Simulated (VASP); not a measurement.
# PtS2 in VASP: further runs

The runs below take PtS2 through single point, with PBE+D3(BJ).

All numbers are computed with VASP 6.6.1; they aren't measurements. Logs are shortened: lines on timing, memory, paths and dates and some standing lists are left out, and cuts for length are marked.

## 1. The cell of the first run

The cell holds a slab with vacuum, 3 atoms: a = 3.541 Å, b = 3.541 Å, c = 30.825 Å, α = 90.00°, β = 90.00°, γ = 120.00°.

## 2. Single point, PBE+D3(BJ)

File INCAR:

```
SYSTEM = PtS2
  ALGO = Normal
  DIPOL = 0.5 0.5 0.500
  EDIFF = 1E-6
  ENCUT = 520
  GGA = PE
  IDIPOL = 3
  ISIF = 2
  ISMEAR = 0
  IVDW = 12
  LASPH = .True.
  LCHARG = .False.
  LDIPOL = .True.
  LREAL = .False.
  LWAVE = .False.
  NBANDS = 18
  NELM = 60
  PREC = Accurate
  SIGMA = 0.02
```

File KPOINTS:

```
k-points
0
Gamma
  9 9 1
  0 0 0
```

File POSCAR:

```
PtS2
1.0
    3.5410000000      0.0000000000      0.0000000000
   -1.7705000000      3.0665959548      0.0000000000
    0.0000000000      0.0000000000     30.8254864268
S Pt
2 1
Direct
    0.6666666667      0.3333333333      0.4611198350
    0.3333333333      0.6666666667      0.5388801650
    0.0000000000      0.0000000000      0.5000000000
```

Potentials or basis: VASP PAW PBE potentials, release 64 (S, Pt).

Command:

```console
$ cat potpaw_PBE.64/S/POTCAR potpaw_PBE.64/Pt/POTCAR > POTCAR
$ mpirun -np 1 vasp_std > vasp.out
```

OUTCAR:

```text
SYSTEM = PtS2
   EDIFF = 1E-6
   ENCUT = 520
   GGA = PE
   ISIF = 2
   ISMEAR = 0
   IVDW = 12
   LASPH = .True.
   LREAL = .False.
   NELM = 60
   PREC = Accurate
 IVDW          = 12

 ion  position               nearest neighbor table
   1  0.667  0.333  0.461-   3 2.37   3 2.37   3 2.37
   2  0.333  0.667  0.539-   3 2.37   3 2.37   3 2.37
   3  0.000  0.000  0.500-   1 2.37   2 2.37   2 2.37   1 2.37   1 2.37   2 2.37

  LATTYP: Found a hexagonal cell.
 ALAT       =     3.5410000000
 C/A-ratio  =     8.7053054015

  Lattice vectors:

 A1 = (   3.5410000000,   0.0000000000,   0.0000000000)
 A2 = (  -1.7705000000,   3.0665959548,   0.0000000000)
 A3 = (   0.0000000000,   0.0000000000,  30.8254864268)

Analysis of symmetry for initial positions (statically):
=====================================================================
 Subroutine PRICEL returns:
 Original cell was already a primitive cell.

 Routine SETGRP: Setting up the symmetry group for a
 hexagonal supercell.

 Subroutine GETGRP returns: Found 12 space group operations
 (whereof 12 operations were pure point group operations)
 out of a pool of 24 trial point group operations.

The static configuration has the point symmetry D_3d.

Analysis of symmetry for dynamics (positions and initial velocities):
=====================================================================
 Subroutine PRICEL returns:
 Original cell was already a primitive cell.

 Routine SETGRP: Setting up the symmetry group for a
 hexagonal supercell.

 Subroutine GETGRP returns: Found 12 space group operations
 (whereof 12 operations were pure point group operations)
 out of a pool of 24 trial point group operations.

The dynamic configuration has the point symmetry D_3d.

 Subroutine INISYM returns: Found 12 space group operations
 (whereof 12 operations are pure point group operations),
 and found     1 'primitive' translations

----------------------------------------------------------------------------------------

                                     Primitive cell

  volume of cell :     334.7283

  direct lattice vectors                    reciprocal lattice vectors
     3.541000000  0.000000000  0.000000000     0.282406100  0.163047238  0.000000000
    -1.770500000  3.066595955  0.000000000     0.000000000  0.326094476  0.000000000
     0.000000000  0.000000000 30.825486427     0.000000000  0.000000000  0.032440688

  length of vectors
     3.541000000  3.541000000 30.825486427     0.326094476  0.326094476  0.032440688

  position of ions in fractional coordinates (direct lattice)
[... 77 lines left out ...]
   TEBEG  =    0.0;   TEEND  =   0.0 temperature during run
   PSTRESS=    0.0 pullay stress
   NELECT =      22.0000    total number of electrons
   NUPDOWN=      -1.0000    fix difference up-down
   EMIN   =  10.00;   EMAX   =-10.00  energy-range for DOS
   EFERMI =   0.00;   METHOD = LEGACY
   ISMEAR =     0;   SIGMA  =   0.02  broadening in eV -4-tet -1-fermi 0-gaus
   EFERMI_NEDOS =   21; number of points for ismear=-14 and -15
   IALGO  =     38    algorithm
   IMIX   =      4    mixing-type and parameters
     AMIX     =   0.40;   BMIX     =  1.00
     AMIX_MAG =   1.60;   BMIX_MAG =  1.00
  volume/ion in A,a.u.               =     111.58       752.95
  Fermi-wavevector in a.u.,A,eV,Ry     =   0.660671  1.248486  5.938746  0.436486
  Thomas-Fermi vector in A             =   1.733191
   LORBIT       =      0    0 simple, 1 ext, 2 COOP (PROOUT), +10 PAW based schemes
   GGA     = PE    functional components
   LHFCALC =     F    Hartree Fock is set to
   AEXX    =    0.0000 exact exchange contribution
   IVDW    =    12    specifies the selected vdW correction
   LEPSILON=     F    determine dielectric tensor
   LRPA    =     F    only Hartree local field effects (RPA)
 non-spin polarized calculation
 Gauss-broadening in eV      SIGMA  =   0.02
  energy-cutoff  :      520.00
  volume of cell :      334.73
 maximum number of plane-waves:      9115
 NGX is ok and might be reduce to    28
   NGX = 13   NGY = 13   NGZ =115

 dipolmoment           0.000000      0.000000      0.000000 electrons x Angstroem

 number of electron      21.9999998 magnetization

 dipolmoment           0.000000      0.000000     -0.000000 electrons x Angstroem

 Free energy of the ion-electron system (eV)
  ---------------------------------------------------
  ext. energy  EPLUGINS =         0.00000000
  ---------------------------------------------------
  free energy    TOTEN  =       -15.42525686 eV

  energy without entropy =      -15.42525686  energy(sigma->0) =      -15.42525686

 E-fermi :  -4.2000     XC(G=0):  -2.1195

 val. band max:       -4.3587925343   @ k =   0.1111  -0.0000   0.0000
 cond. band min:      -2.4774697094   @ k =   0.2222  -0.0000   0.0000
 fundamental gap:      1.8813228250
 Fermi energy:        -4.1999750419

 k-point     1 :       0.0000    0.0000    0.0000
  band No.  band energies     occupation
      1     -18.5977      2.00000
      2     -16.1547      2.00000
      3     -10.1627      2.00000
      4     -10.1627      2.00000
      5      -9.6735      2.00000
      6      -7.3388      2.00000
[... 229 lines left out ...]
      5      -9.6832      2.00000
      6      -7.8665      2.00000
[... 10 lines left out ...]
     17       5.0970      0.00000
     18       5.1280      0.00000

------------------------ aborting loop because EDIFF is reached ----------------------------------------

 vacuum level on the upper side and lower side of the slab       (xc-potential included)        -0.007        -0.007

 Edisp (eV)   -0.83382

 E8    (eV) :    -0.3591

  FORCE on cell =-STRESS in cart. coord.  units (eV):
  Direction    XX          YY          ZZ          XY          YZ          ZX
  --------------------------------------------------------------------------------------
  -------------------------------------------------------------------------------------
  Total       1.00672     1.00672     1.25959    -0.00000     0.00000    -0.00000
  in kB       4.81867     4.81867     6.02903    -0.00000     0.00000    -0.00000
  external pressure =        5.22 kB  Pullay stress =        0.00 kB

 VOLUME and BASIS-vectors are now :
 -----------------------------------------------------------------------------
  energy-cutoff  :      520.00
  volume of cell :      334.73
      direct lattice vectors                 reciprocal lattice vectors
     3.541000000  0.000000000  0.000000000     0.282406100  0.163047238  0.000000000
    -1.770500000  3.066595955  0.000000000     0.000000000  0.326094476  0.000000000
     0.000000000  0.000000000 30.825486427     0.000000000  0.000000000  0.032440688

 POSITION                                       TOTAL-FORCE (eV/Angst)
 -----------------------------------------------------------------------------------
      1.77050      1.02220     14.21424         0.000000      0.000000     -0.537908
     -0.00000      2.04440     16.61124        -0.000000     -0.000000      0.537908
      0.00000      0.00000     15.41274         0.000000      0.000000      0.000000
 -----------------------------------------------------------------------------------
    total drift:                                0.000000      0.000000     -0.000000

  FREE ENERGIE OF THE ION-ELECTRON SYSTEM (eV)
  ---------------------------------------------------
  free  energy   TOTEN  =       -16.2590795023 eV

  energy  without entropy=      -16.2590795023  energy(sigma->0) =      -16.25907950

 vacuum level on the upper side and lower side of the slab         1.996         1.996
```

OSZICAR:

```text
N       E                     dE             d eps       ncg     rms          rms(c)
DAV:   1     0.178919477699E+03    0.17892E+03   -0.69424E+03   432   0.859E+02
DAV:   2     0.473679058339E+01   -0.17418E+03   -0.16331E+03   716   0.156E+02
DAV:   3    -0.164179636629E+02   -0.21155E+02   -0.20994E+02   532   0.698E+01
[... 19 lines left out ...]
DAV:  23    -0.154252511834E+02   -0.61920E-05   -0.34213E-07   396   0.246E-03    0.256E-03
DAV:  24    -0.154252529333E+02   -0.17499E-05   -0.43297E-08   458   0.101E-03    0.328E-03
DAV:  25    -0.154252552409E+02   -0.23076E-05   -0.10261E-07   416   0.109E-03    0.111E-03
DAV:  26    -0.154252565399E+02   -0.12990E-05   -0.60181E-08   430   0.760E-04    0.613E-04
DAV:  27    -0.154252568595E+02   -0.31952E-06   -0.90155E-09   456   0.363E-04
   1 F= -.16259080E+02 E0= -.16259080E+02  d E =-.344034E-30
```

stdout:

```text
POSCAR found type information on POSCAR S Pt
 POSCAR found :  2 types and       3 ions
 scaLAPACK will be used
 LDA part: xc-table for (Slater+PW92), standard interpolation
 POSCAR, INCAR and KPOINTS ok, starting setup
 FFT: planning ... GRIDC
 FFT: planning ... GRID_SOFT
 FFT: planning ... GRID
 WAVECAR not read
 entering main loop
```

Wall time 3 min (1 thread of Intel Xeon Platinum 8488C (Sapphire Rapids), shared host); peak memory 0.47 GiB.

Results:

- Free energy: -16.2591 eV
- Largest force: 0.538 eV/Å
- Band gap on the k mesh: 1.88 eV (least direct gap 1.95 eV)
- Dispersion energy per atom: -0.278 eV

Forces on the atoms (eV/Å):
```
S    0.000  0.000 -0.538
S    0.000  0.000  0.538
Pt   0.000  0.000  0.000
```

Levels at points of the mesh, in eV from the valence-band top:
```csv
k point,band 9,band 10,band 11,band 12,band 13,band 14
"(0.00, 0.00, 0.00)",-0.65,-0.27,-0.27,3.41,3.41,5.51
```

Caveat: spin-orbit coupling is left out, which moves the levels of the heavy elements.

## 3. Single point, PBE+D3(BJ)

File INCAR:

```
SYSTEM = PtS2
ALGO = Normal ; DIPOL = 0.5 0.5 0.500
EDIFF = 1E-7 ; ENCUT = 520
GGA = PE ; IDIPOL = 3
ISIF = 2 ; ISMEAR = 0
IVDW = 12 ; LASPH = .TRUE.
LCHARG = .TRUE. ; LDIPOL = .TRUE.
LELF = .TRUE. ; LREAL = .FALSE.
LVACPOTAV = .TRUE. ; LVHAR = .TRUE.
LWAVE = .FALSE. ; NBANDS = 18
NELM = 60 ; PREC = Accurate
SIGMA = 0.02
```

File KPOINTS:

```
k-points
0
G
  9 9 1
  0 0 0
```

File POSCAR:

```
PtS2
1.0
    3.5410000000      0.0000000000      0.0000000000
   -1.7705000000      3.0665959548      0.0000000000
    0.0000000000      0.0000000000     30.8254864268
S Pt
2 1
Direct
    0.6666666667      0.3333333333      0.4597086650
    0.3333333333      0.6666666667      0.5402913350
    0.0000000000      0.0000000000      0.5000000000
```

Potentials or basis: VASP PAW PBE potentials, release 64 (S, Pt).

Command:

```console
$ cat potpaw_PBE.64/S/POTCAR potpaw_PBE.64/Pt/POTCAR > POTCAR
$ mpirun -np 1 vasp_std > vasp.out
```

Run time: 2.5 min. Hardware: 1 thread of Intel Xeon Platinum 8488C (Sapphire Rapids), shared host; peak memory 0.46 GiB.

It converged, with:

- Free energy: -16.2805 eV
- Largest force: 0.038 eV/Å
- Band gap on the k mesh: 1.84 eV (least direct gap 1.92 eV)
- Dispersion energy per atom: -0.276 eV

Forces in eV/Å, atoms in the order of the input:
```
S    0.000  0.000  0.038
S    0.000  0.000 -0.038
Pt   0.000  0.000  0.000
```

Levels at points of the mesh, in eV from the valence-band top:
| k point | band 9 | band 10 | band 11 | band 12 | band 13 | band 14 |
| --- | --- | --- | --- | --- | --- | --- |
| (0.00, 0.00, 0.00) | -0.68 | -0.20 | -0.20 | 3.27 | 3.27 | 5.46 |

Caveat: spin-orbit coupling is left out, which moves the levels of the heavy elements.

(Continued in part 2 of 2.)
